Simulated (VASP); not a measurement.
# La in VASP: single point with PBE

Aim: the single point of La with PBE.

Program: VASP 6.6.1. These are calculated values, not measurements. Logs are shortened: lines on timing, memory, paths and dates and some standing lists are left out, and cuts for length are marked.

## (1) The cell of the first run

The cell holds a cluster in a box, 1 atom: a = 8.960 Å, b = 9.498 Å, c = 8.512 Å, α = 90.00°, β = 90.00°, γ = 90.00°.

## (2) Single point, PBE

INCAR reads:

```
SYSTEM = La
PREC = Accurate
ENCUT = 400
EDIFF = 1E-6
ISMEAR = -1
SIGMA = 0.1
LREAL = .FALSE.
LASPH = .TRUE.
NELM = 200
ALGO = Normal
ISIF = 2
LWAVE = .FALSE.
LCHARG = .FALSE.
GGA = PE
NBANDS = 12
GGA_COMPAT = .FALSE.
LMAXMIX = 6
```

KPOINTS reads:

```
Automatic mesh
0
G
  1 1 1
  0 0 0
```

POSCAR reads:

```
La
1.0
    8.9600000000      0.0000000000      0.0000000000
    0.0000000000      9.4980000000      0.0000000000
    0.0000000000      0.0000000000      8.5120000000
La
1
Direct
    0.5100000000      0.5200000000      0.4900000000
```

Potentials or basis: VASP PAW PBE potentials, release 64 (La).

Started as:

```console
$ cat potpaw_PBE.64/La/POTCAR > POTCAR
$ mpirun -np 1 vasp_gam > vasp.out
```

OUTCAR:

```text
SYSTEM = La
   PREC = Accurate
   ENCUT = 400
   EDIFF = 1E-6
   ISMEAR = -1
   LREAL = .FALSE.
   LASPH = .TRUE.
   NELM = 200
   ISIF = 2
   GGA = PE

 ion  position               nearest neighbor table
   1  0.510  0.520  0.490-

  LATTYP: Found a simple orthorhombic cell.
 ALAT       =     8.5120000000
 B/A-ratio  =     1.0526315789
 C/A-ratio  =     1.1158364662

  Lattice vectors:

 A1 = (   0.0000000000,   0.0000000000,   8.5120000000)
 A2 = (   8.9600000000,   0.0000000000,   0.0000000000)
 A3 = (   0.0000000000,   9.4980000000,   0.0000000000)

Analysis of symmetry for initial positions (statically):
=====================================================================
 Subroutine PRICEL returns:
 Original cell was already a primitive cell.

 Routine SETGRP: Setting up the symmetry group for a
 simple orthorhombic supercell.

 Subroutine GETGRP returns: Found  8 space group operations
 (whereof  1 operations were pure point group operations)
 out of a pool of  8 trial point group operations.

The static configuration has the point symmetry C_1 .
 The point group associated with its full space group is D_2h.

Analysis of symmetry for dynamics (positions and initial velocities):
=====================================================================
 Subroutine PRICEL returns:
 Original cell was already a primitive cell.

 Routine SETGRP: Setting up the symmetry group for a
 simple orthorhombic supercell.

 Subroutine GETGRP returns: Found  8 space group operations
 (whereof  1 operations were pure point group operations)
 out of a pool of  8 trial point group operations.

The dynamic configuration has the point symmetry C_1 .
 The point group associated with its full space group is D_2h.

 Subroutine INISYM returns: Found  8 space group operations
 (whereof  1 operations are pure point group operations),
 and found     1 'primitive' translations

----------------------------------------------------------------------------------------

                                     Primitive cell

  volume of cell :     724.3889

  direct lattice vectors                    reciprocal lattice vectors
     8.960000000  0.000000000  0.000000000     0.111607143  0.000000000  0.000000000
     0.000000000  9.498000000  0.000000000     0.000000000  0.105285323  0.000000000
     0.000000000  0.000000000  8.512000000     0.000000000  0.000000000  0.117481203

  length of vectors
     8.960000000  9.498000000  8.512000000     0.111607143  0.105285323  0.117481203

  position of ions in fractional coordinates (direct lattice)
     0.510000000  0.520000000  0.490000000

  ion indices of the primitive-cell ions
   primitive index   ion index
[... 49 lines left out ...]
   EDIFF  = 0.1E-05   stopping-criterion for ELM
   LREAL  =      F    real-space projection
   EDIFFG = 0.1E-04   stopping-criterion for IOM
   NSW    =      0    number of steps for IOM
   IBRION =     -1    ionic relax: 0-MD 1-quasi-New 2-CG
   NFREE  =      0    steps in history (QN), initial steepest desc. (CG)
   ISIF   =      2    stress and relaxation
   ISYM   =      2    0-nonsym 1-usesym 2-fastsym
   POTIM  = 0.5000    time-step for ionic-motion
   TEBEG  =    0.0;   TEEND  =   0.0 temperature during run
   PSTRESS=    0.0 pullay stress
   NELECT =      11.0000    total number of electrons
   NUPDOWN=      -1.0000    fix difference up-down
   EMIN   =  10.00;   EMAX   =-10.00  energy-range for DOS
   EFERMI =   0.00;   METHOD = LEGACY
   ISMEAR =    -1;   SIGMA  =   0.10  broadening in eV -4-tet -1-fermi 0-gaus
   EFERMI_NEDOS =   21; number of points for ismear=-14 and -15
   IALGO  =     38    algorithm
   IMIX   =      4    mixing-type and parameters
     AMIX     =   0.40;   BMIX     =  1.00
     AMIX_MAG =   1.60;   BMIX_MAG =  1.00
  volume/ion in A,a.u.               =     724.39      4888.42
  Fermi-wavevector in a.u.,A,eV,Ry     =   0.405398  0.766091  2.236086  0.164348
  Thomas-Fermi vector in A             =   1.357672
   LORBIT       =      0    0 simple, 1 ext, 2 COOP (PROOUT), +10 PAW based schemes
   GGA     = PE    functional components
   LHFCALC =     F    Hartree Fock is set to
   AEXX    =    0.0000 exact exchange contribution
   IVDW    =     0    specifies the selected vdW correction
   LEPSILON=     F    determine dielectric tensor
   LRPA    =     F    only Hartree local field effects (RPA)
 non-spin polarized calculation
  energy-cutoff  :      400.00
  volume of cell :      724.39
 maximum number of plane-waves:      6559
 NGX is ok and might be reduce to    60
   NGX = 29   NGY = 31   NGZ = 27

 number of electron      10.9999998 magnetization

 Free energy of the ion-electron system (eV)
  ---------------------------------------------------
  ext. energy  EPLUGINS =         0.00000000
  ---------------------------------------------------
  free energy    TOTEN  =        -0.74000242 eV

  energy without entropy =       -0.38302981  energy(sigma->0) =       -0.56151612

 E-fermi :  -2.4415     XC(G=0):  -2.0820

 val. band max:       -2.9969760994   @ k =   0.0000   0.0000   0.0000
 cond. band min:      -2.2560138182   @ k =   0.0000   0.0000   0.0000
 fundamental gap:      0.7409622813
 Fermi energy:        -2.4414988882

 k-point     1 :       0.0000    0.0000    0.0000
  band No.  band energies     occupation
      1     -37.3936      2.00000
      2     -21.0909      2.00000
      3     -21.0855      2.00000
      4     -21.0842      2.00000
      5      -2.9970      1.99229
      6      -2.2560      0.27061
      7      -2.2304      0.21599
      8      -2.1770      0.13257
      9      -2.1479      0.10080
     10      -2.1456      0.09867
     11      -2.1412      0.09460
     12      -2.1411      0.09446

------------------------ aborting loop because EDIFF is reached ----------------------------------------

  FORCE on cell =-STRESS in cart. coord.  units (eV):
  Direction    XX          YY          ZZ          XY          YZ          ZX
  --------------------------------------------------------------------------------------
  -------------------------------------------------------------------------------------
  Total       -0.5379415     -0.3568415     -0.7912898      0.0000000      0.0000000     -0.0000000
  in kB       -1.1897998     -0.7892492     -1.7501463      0.0000000      0.0000000     -0.0000000
  external PRESSURE =      -1.2430651 kB  Pullay stress =       0.0000000 kB

 VOLUME and BASIS-vectors are now :
 -----------------------------------------------------------------------------
  energy-cutoff  :      400.00
  volume of cell :      724.39
      direct lattice vectors                 reciprocal lattice vectors
     8.960000000  0.000000000  0.000000000     0.111607143  0.000000000  0.000000000
     0.000000000  9.498000000  0.000000000     0.000000000  0.105285323  0.000000000
     0.000000000  0.000000000  8.512000000     0.000000000  0.000000000  0.117481203

 POSITION                                       TOTAL-FORCE (eV/Angst)
 -----------------------------------------------------------------------------------
      4.56960      4.93896      4.17088         0.000000      0.000000      0.000000
 -----------------------------------------------------------------------------------
    total drift:                                0.000014     -0.000006      0.000017

  FREE ENERGIE OF THE ION-ELECTRON SYSTEM (eV)
  ---------------------------------------------------
  free  energy   TOTEN  =        -0.7400024191 eV

  energy  without entropy=       -0.3830298122  energy(sigma->0) =       -0.56151612
```

stdout:

```text
POSCAR found type information on POSCAR La
 POSCAR found :  1 types and       1 ions
 scaLAPACK will be used
 LDA part: xc-table for (Slater+PW92), standard interpolation
 POSCAR, INCAR and KPOINTS ok, starting setup
 FFT: planning ... GRIDC
[... 16 lines left out ...]
|     the parameter NBANDS in file INCAR to ensure that the highest band      |
|     is unoccupied at all k-points. It is always recommended to include      |
|     a few unoccupied bands to accelerate the convergence of                 |
|     molecular-dynamics runs (even for insulators or semiconductors),        |
|     since the presence of unoccupied bands improves wavefunction            |
|     prediction and helps to suppress 'band-crossings'.                      |
|                                                                             |
 -----------------------------------------------------------------------------
```

It took 2.7 min on 1 thread of Intel Xeon 6975P-C (Granite Rapids), shared host; peak memory 0.43 GiB.

What came out:

| Property | Result |
| --- | --- |
| Free energy | -0.7400 eV |
| Gap between the frontier levels | zero (an odd number of electrons rules out a gap without spin polarisation) |

Levels at points of the mesh, in eV from the Fermi level:
```
           k point  band 3  band 4  band 5  band 6  band 7  band 8
(0.00, 0.00, 0.00)  -18.64  -18.64   -0.56    0.19    0.21    0.26
```

Caveat: spin-orbit coupling is left out, which moves the levels of the heavy elements.
